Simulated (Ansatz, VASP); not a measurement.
Cs in VASP and in Ansatz

INCAR

```
ALGO = Normal
EDIFF = 1E-7
EDIFFG = -0.04
ENCUT = 600
GGA = PE
IBRION = 2
ISIF = 3
ISMEAR = 0
LASPH = T
LCHARG = F
LREAL = F
LWAVE = F
NELM = 60
NSW = 90
PREC = Accurate
SIGMA = 0.1
```

Contents of KPOINTS:

```
k-points
0
Gamma
  3 3 4
```

File POSCAR:

```
Cs
1.0
    7.4050627100      0.0000000000      0.0000000000
   -3.7025313500      6.4129724200      0.0000000000
    0.0000000000      0.0000000000      5.8401669000
Cs
2
Direct
    0.3333333300      0.6666666700      0.0000000000
    0.6666666700      0.3333333300      0.0000000000
```

Input for Ansatz:

```yaml
crystal:
  lattice:
    - [7.40506271, 0.0, 0.0]
    - [-3.70253135, 6.41297242, 0.0]
    - [0.0, 0.0, 5.8401669]
  atoms:
    - { symbol: Cs, position: [0.33333333, 0.66666667, 0.0] }
    - { symbol: Cs, position: [0.66666667, 0.33333333, 0.0] }
basis:
  ecutwfc: 420
kpoints:
  mp_grid: { grid: [3, 3, 4] }
hamiltonian:
  xc: pbe
scf:
  occupations: { method: gaussian, width: 0.1 }
  lower_state_search: "off"
output:
  forces: true
  stress: true
  eigenvalues: true
relax:
  adjacent_minimum: "off"
  f_tol: 0.04
  max_steps: 70
  cell: { stress_tol: 0.4 }
```

Alike in both runs: task relaxation of cell and atoms; functional PBE; k mesh 3 × 3 × 4; occupations gaussian, width 0.1 eV; no spin polarisation.

|  | VASP | Ansatz |
| --- | --- | --- |
| version | VASP 6.6.1 | Ansatz 0.2.0 |
| potentials or method | VASP PAW PBE potentials, release 64 (Cs_sv), cutoff 600 eV | scalar-relativistic, plane waves, PAW |
| valence electrons in the cell | 18 | 18 |

Ansatz gave:

| Item | Value |
| --- | --- |
| gap on the k mesh at the Fermi level, each at its own relaxed structure (eV) | none |
| relaxed volume (Å³/atom) | 156.76 |
| relaxed cell length with the largest relative difference (Å) | 8.554 |

Problem. What did VASP give for the same quantities?

Solution. gap on the k mesh at the Fermi level, each at its own relaxed structure (eV): none; relaxed volume (Å³/atom): 179.48; relaxed cell length with the largest relative difference (Å): 9.121.

A gap of «none» marks a metal or a gap that the smearing closes. One of these differences is far larger than is usual between the two programs; its cause wasn't traced.

Neither program's run includes spin-orbit coupling. Noted on VASP's run: the volume moved by over 15 % at a fixed basis, so the end points are rough.
